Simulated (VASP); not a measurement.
PtSe2, 3 atoms in the cell. It takes space group Fm-3m (No. 225, cubic). Conventional cell: a = 6.200 Å, b = 6.200 Å, c = 6.200 Å, α = 90.00°, β = 90.00°, γ = 90.00°. Pt (site symmetry m-3m) has 8 Se at 2.68 Å within 3.5 Å. Se (site symmetry -43m) has 4 Pt at 2.68 Å and 6 Se at 3.10 Å within 3.5 Å. 

* Program: VASP 6.6.1
* Task: single point
* Functional: PBEsol
* Potentials or basis: VASP PAW PBE potentials, release 64 (Pt, Se)
* Cutoff: 520 eV
* k mesh: 6 × 6 × 6
* Occupations: fermi-dirac, width 0.03 eV
* Spin: no spin polarisation
* Dipole correction: no
* Further INCAR settings: ALGO = Normal; EDIFF = 1e-07; NBANDS = 18

Potentials or basis: VASP PAW PBE potentials, release 64 (Pt, Se).

Command:

```console
$ cat potpaw_PBE.64/Pt/POTCAR potpaw_PBE.64/Se/POTCAR > POTCAR
$ mpirun -np 1 vasp_std > vasp.out
```

Hardware: 1 thread of AMD EPYC 7R43 64-Core Processor (Zen 3), on a shared host.

Problem. How long does it take, and how much memory?

Solution. Wall time 33 s on 1 thread of AMD EPYC 7R43 64-Core Processor (Zen 3), on a shared host, peak memory 0.16 GiB. Counts: scf iterations 14, k points 16.
